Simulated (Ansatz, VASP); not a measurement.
One calculation of NiO, two programs

```
Ni O
1.0
     0.00000    2.13384    2.13384
     2.13384    0.00000    2.13384
     2.13384    2.13384    0.00000
Ni O
1 1
Direct
  0.00000 0.00000 0.00000
  0.50000 0.50000 0.50000
```

Alike in both runs: task single point; functional PBE; k mesh 10 × 10 × 10; occupations gaussian, width 0.05 eV; no spin polarisation; Hubbard terms Ni d U = 6.2 eV.

|  | VASP | Ansatz |
| --- | --- | --- |
| version | VASP 6.6.1 | Ansatz 0.2.0 |
| potentials or method | VASP PAW PBE potentials, release 64 (Ni_sv_GW, O_h), cutoff 1340 eV | scalar-relativistic, plane waves, PAW |
| valence electrons in the cell | 24 | 24 |

```csv
,VASP,Ansatz,Ansatz less VASP
gap on the k mesh at the Fermi level (eV),none,none,-
pressure (GPa),-13.0,-12.6,+0.38
```

The programs project onto different local orbitals, so the same U acts differently, and such runs can settle in different states. A gap of «none» marks a metal or a gap that the smearing closes. Ansatz's warnings: filled band counts differ across k points.
